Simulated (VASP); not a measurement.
# Ti3N3F in VASP: single point with PBE

Aim: the single point of Ti3N3F with PBE.

Everything below comes from runs of VASP 6.6.1. Logs are shortened: lines on timing, memory, paths and dates and some standing lists are left out, and cuts for length are marked.

**1. The cell of the first run**

The cell holds a slab with vacuum, 7 atoms: a = 3.003 Å, b = 3.003 Å, c = 19.758 Å, α = 90.00°, β = 90.00°, γ = 90.00°.

**2. Single point, PBE**

The input, INCAR:

```
PREC = Accurate
ENCUT = 520
EDIFF = 1E-6
ISMEAR = 0
SIGMA = 0.1
LREAL = F
LASPH = T
NELM = 60
ALGO = Normal
ISIF = 2
LWAVE = F
LCHARG = F
LDIPOL = T
IDIPOL = 3
DIPOL = 0.5 0.5 0.334
GGA = PE
NBANDS = 38
```

The input, KPOINTS:

```
regular mesh
0
Gamma
  9 9 1
```

The input, POSCAR:

```
Ti3N3F
1.0
    3.0028555063      0.0000000000      0.0000000000
    0.0000000000      3.0028555063      0.0000000000
    0.0000000000      0.0000000000     19.7584944394
Ti N F
3 3 1
Direct
    0.5000000000      0.5000000000      0.2024445745
    0.0000000000      0.0000000000      0.3072496205
    0.5000000000      0.5000000000      0.4076776406
    0.0000000000      0.0000000000      0.2024445745
    0.5000000000      0.5000000000      0.3055678855
    0.0000000000      0.0000000000      0.4179718482
    0.0000000000      0.5000000000      0.4965622414
```

Potentials or basis: VASP PAW PBE potentials, release 64 (Ti_sv, N, F).

Run with:

```
> cat potpaw_PBE.64/Ti_sv/POTCAR potpaw_PBE.64/N/POTCAR potpaw_PBE.64/F/POTCAR > POTCAR
> mpirun -np 1 vasp_std > vasp.out
```

OUTCAR:

```text
PREC = Accurate
   ENCUT = 520
   EDIFF = 1E-6
   ISMEAR = 0
   LREAL = F
   LASPH = T
   NELM = 60
   ISIF = 2
   GGA = PE

 ion  position               nearest neighbor table
   1  0.500  0.500  0.202-   5 2.04   4 2.12   4 2.12   4 2.12   4 2.12
   2  0.000  0.000  0.307-   4 2.07   5 2.12   5 2.12   5 2.12   5 2.12   6 2.19   3 2.91   3 2.91
                             3 2.91   3 2.91
   3  0.500  0.500  0.408-   5 2.02   6 2.13   6 2.13   6 2.13   6 2.13   7 2.31   7 2.31   2 2.91
                             2 2.91   2 2.91   2 2.91
   4  0.000  0.000  0.202-   2 2.07   1 2.12   1 2.12   1 2.12   1 2.12
   5  0.500  0.500  0.306-   3 2.02   1 2.04   2 2.12   2 2.12   2 2.12   2 2.12
   6  0.000  0.000  0.418-   3 2.13   3 2.13   3 2.13   3 2.13   2 2.19
   7  0.000  0.500  0.497-   3 2.31   3 2.31

  LATTYP: Found a simple tetragonal cell.
 ALAT       =     3.0028555063
 C/A-ratio  =     6.5799018294

  Lattice vectors:

 A1 = (   3.0028555063,   0.0000000000,   0.0000000000)
 A2 = (   0.0000000000,   3.0028555063,   0.0000000000)
 A3 = (   0.0000000000,   0.0000000000,  19.7584944394)

Analysis of symmetry for initial positions (statically):
=====================================================================
 Subroutine PRICEL returns:
 Original cell was already a primitive cell.

 Routine SETGRP: Setting up the symmetry group for a
 simple tetragonal supercell.

 Subroutine GETGRP returns: Found  4 space group operations
 (whereof  4 operations were pure point group operations)
 out of a pool of 16 trial point group operations.

The static configuration has the point symmetry C_2v.

Analysis of symmetry for dynamics (positions and initial velocities):
=====================================================================
 Subroutine PRICEL returns:
 Original cell was already a primitive cell.

 Routine SETGRP: Setting up the symmetry group for a
 simple tetragonal supercell.

 Subroutine GETGRP returns: Found  4 space group operations
 (whereof  4 operations were pure point group operations)
 out of a pool of 16 trial point group operations.

The dynamic configuration has the point symmetry C_2v.

 Subroutine INISYM returns: Found  4 space group operations
 (whereof  4 operations are pure point group operations),
 and found     1 'primitive' translations

----------------------------------------------------------------------------------------

                                     Primitive cell

  volume of cell :     178.1651

  direct lattice vectors                    reciprocal lattice vectors
[... 110 lines left out ...]
   EFERMI =   0.00;   METHOD = LEGACY
   ISMEAR =     0;   SIGMA  =   0.10  broadening in eV -4-tet -1-fermi 0-gaus
   EFERMI_NEDOS =   21; number of points for ismear=-14 and -15
   IALGO  =     38    algorithm
   IMIX   =      4    mixing-type and parameters
     AMIX     =   0.40;   BMIX     =  1.00
     AMIX_MAG =   1.60;   BMIX_MAG =  1.00
  volume/ion in A,a.u.               =      25.45       171.76
  Fermi-wavevector in a.u.,A,eV,Ry     =   1.126185  2.128182 17.256184  1.268294
  Thomas-Fermi vector in A             =   2.262866
   LORBIT       =      0    0 simple, 1 ext, 2 COOP (PROOUT), +10 PAW based schemes
   GGA     = PE    functional components
   LHFCALC =     F    Hartree Fock is set to
   AEXX    =    0.0000 exact exchange contribution
   IVDW    =     0    specifies the selected vdW correction
   LEPSILON=     F    determine dielectric tensor
   LRPA    =     F    only Hartree local field effects (RPA)
 non-spin polarized calculation
 Gauss-broadening in eV      SIGMA  =   0.10
  energy-cutoff  :      520.00
  volume of cell :      178.17
 maximum number of plane-waves:      4826
 NGX is ok and might be reduce to    24
   NGX = 11   NGY = 11   NGZ = 73

 dipolmoment           0.000000      0.000000     -0.013639 electrons x Angstroem

 number of electron      57.9999994 magnetization

 dipolmoment           0.000000      0.000000      0.328007 electrons x Angstroem

 Free energy of the ion-electron system (eV)
  ---------------------------------------------------
  ext. energy  EPLUGINS =         0.00000000
  ---------------------------------------------------
  free energy    TOTEN  =       -60.53035420 eV

  energy without entropy =      -60.51397450  energy(sigma->0) =      -60.52216435

 E-fermi :   0.0064     XC(G=0):  -5.5460

 val. band max:       -0.0470582812   @ k =   0.3333   0.1111   0.0000
 cond. band min:       0.0149449810   @ k =   0.2222   0.1111   0.0000
 fundamental gap:      0.0620032622
 Fermi energy:         0.0063672250

 k-point     1 :       0.0000    0.0000    0.0000
  band No.  band energies     occupation
      1     -57.8727      2.00000
      2     -57.7078      2.00000
      3     -57.5898      2.00000
      4     -34.3351      2.00000
      5     -34.0608      2.00000
      6     -33.9822      2.00000
[... 973 lines left out ...]
     37       2.5288      0.00000
     38       2.8190      0.00000

 [... further k-points ...]

------------------------ aborting loop because EDIFF is reached ----------------------------------------

 vacuum level on the upper side and lower side of the slab       (xc-potential included)         3.076        -3.370

  FORCE on cell =-STRESS in cart. coord.  units (eV):
  Direction    XX          YY          ZZ          XY          YZ          ZX
  --------------------------------------------------------------------------------------
  -------------------------------------------------------------------------------------
  Total       -6.5118029      1.0606464      0.8315688      0.0000000      0.0000000      0.0000000
  in kB      -58.5583879      9.5380252      7.4780102      0.0000000      0.0000000      0.0000000
  external PRESSURE =     -13.8474508 kB  Pullay stress =       0.0000000 kB

 VOLUME and BASIS-vectors are now :
 -----------------------------------------------------------------------------
  energy-cutoff  :      520.00
  volume of cell :      178.17
      direct lattice vectors                 reciprocal lattice vectors
     3.002855506  0.000000000  0.000000000     0.333016357  0.000000000  0.000000000
     0.000000000  3.002855506  0.000000000     0.000000000  0.333016357  0.000000000
     0.000000000  0.000000000 19.758494439     0.000000000  0.000000000  0.050611144

 POSITION                                       TOTAL-FORCE (eV/Angst)
 -----------------------------------------------------------------------------------
      1.50143      1.50143      4.00000         0.000000      0.000000      1.223243
      0.00000      0.00000      6.07079         0.000000      0.000000     -0.184233
      1.50143      1.50143      8.05510         0.000000      0.000000      4.880256
      0.00000      0.00000      4.00000         0.000000      0.000000     -1.362514
      1.50143      1.50143      6.03756         0.000000      0.000000     -0.396515
      0.00000      0.00000      8.25849         0.000000      0.000000     -4.157457
      0.00000      1.50143      9.81132         0.000000      0.000000     -0.002780
 -----------------------------------------------------------------------------------
    total drift:                                0.000000      0.000000      0.000467

  FREE ENERGIE OF THE ION-ELECTRON SYSTEM (eV)
  ---------------------------------------------------
  free  energy   TOTEN  =       -60.5303541969 eV

  energy  without entropy=      -60.5139745039  energy(sigma->0) =      -60.52216435

 vacuum level on the upper side and lower side of the slab         8.825         2.208
```

OSZICAR:

```text
N       E                     dE             d eps       ncg     rms          rms(c)
DAV:   1     0.798443540455E+03    0.79844E+03   -0.30578E+04  2052   0.156E+03
DAV:   2     0.571627868171E+02   -0.74128E+03   -0.71608E+03  2150   0.484E+02
DAV:   3    -0.678150330293E+02   -0.12498E+03   -0.12316E+03  2900   0.183E+02
[... 26 lines left out ...]
DAV:  30    -0.605303482351E+02   -0.30457E-05   -0.37786E-07  1300   0.439E-03    0.193E-03
DAV:  31    -0.605303509319E+02   -0.26969E-05   -0.49906E-07  1288   0.527E-03    0.125E-03
DAV:  32    -0.605303520686E+02   -0.11367E-05   -0.11214E-07  1242   0.236E-03    0.107E-03
DAV:  33    -0.605303539710E+02   -0.19023E-05   -0.36717E-07  1208   0.535E-03    0.262E-03
DAV:  34    -0.605303541969E+02   -0.22590E-06   -0.33010E-07  1118   0.357E-03
   1 F= -.60530354E+02 E0= -.60522164E+02  d E =-.163797E-01
```

Wall time 2.6 min (1 thread of Intel Xeon 6975P-C (Granite Rapids), shared host); peak memory 0.36 GiB.

What came out:

```yaml
Free_energy: -60.5304 eV
Largest_force: 4.880 eV/Å
Band_gap_on_the_k_mesh: zero (bands 29 and 30 overlap by 1.61 eV)
```

Forces on the atoms (eV/Å):
```
Ti   0.000  0.000  1.223
Ti   0.000  0.000 -0.184
Ti   0.000  0.000  4.880
N    0.000  0.000 -1.363
N    0.000  0.000 -0.397
N    0.000  0.000 -4.157
F    0.000  0.000 -0.003
```

Levels at points of the mesh, in eV from the Fermi level:
```
           k point  band 25  band 26  band 27  band 28  band 29  band 30  band 31  band 32  band 33  band 34
(0.00, 0.00, 0.00)    -2.43    -2.38    -1.93    -1.29    -1.18    -0.68    -0.21     0.38     0.39     0.42
```

The gap in the log of VASP goes by the Fermi energy; the results here count the filled bands.